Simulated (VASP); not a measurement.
A run of VASP 6.6.1:

Contents of INCAR:

```
SYSTEM = LaB6
ALGO = Normal ; EDIFF = 1E-7
ENCUT = 520 ; GGA = PS
ISIF = 2 ; ISMEAR = -1
LASPH = .TRUE. ; LCHARG = .TRUE.
LELF = .TRUE. ; LREAL = .FALSE.
LVHAR = .TRUE. ; LWAVE = .FALSE.
NBANDS = 24 ; NELM = 100
PREC = Accurate ; SIGMA = 0.1
```

The input KPOINTS:

```
k-points
0
G
  8 8 8
  0 0 0
```

POSCAR

```
LaB6
1.0
    4.1299237400      0.0000000000      0.0000000000
    0.0000000000      4.1299237400      0.0000000000
    0.0000000000      0.0000000000      4.1299237400
La B
1 6
Direct
    0.0000000000      0.0000000000      0.0000000000
    0.1996612094      0.5000000000      0.5000000000
    0.5000000000      0.1996612094      0.5000000000
    0.8003387906      0.5000000000      0.5000000000
    0.5000000000      0.8003387906      0.5000000000
    0.5000000000      0.5000000000      0.1996612094
    0.5000000000      0.5000000000      0.8003387906
```

Potentials or basis: VASP PAW PBE potentials, release 64 (La, B).

Command:

```bash
$ cat potpaw_PBE.64/La/POTCAR potpaw_PBE.64/B/POTCAR > POTCAR
$ mpirun -np 1 vasp_std > vasp.out
```

Hardware: 1 thread of AMD EPYC 7R43 64-Core Processor (Zen 3), with other jobs on the host.

Question: Estimate the wall time of this run.

Answer: Run time: 67 s on 1 thread of AMD EPYC 7R43 64-Core Processor (Zen 3), with other jobs on the host, peak memory 0.18 GiB. Counts: scf iterations 17, k points 35.
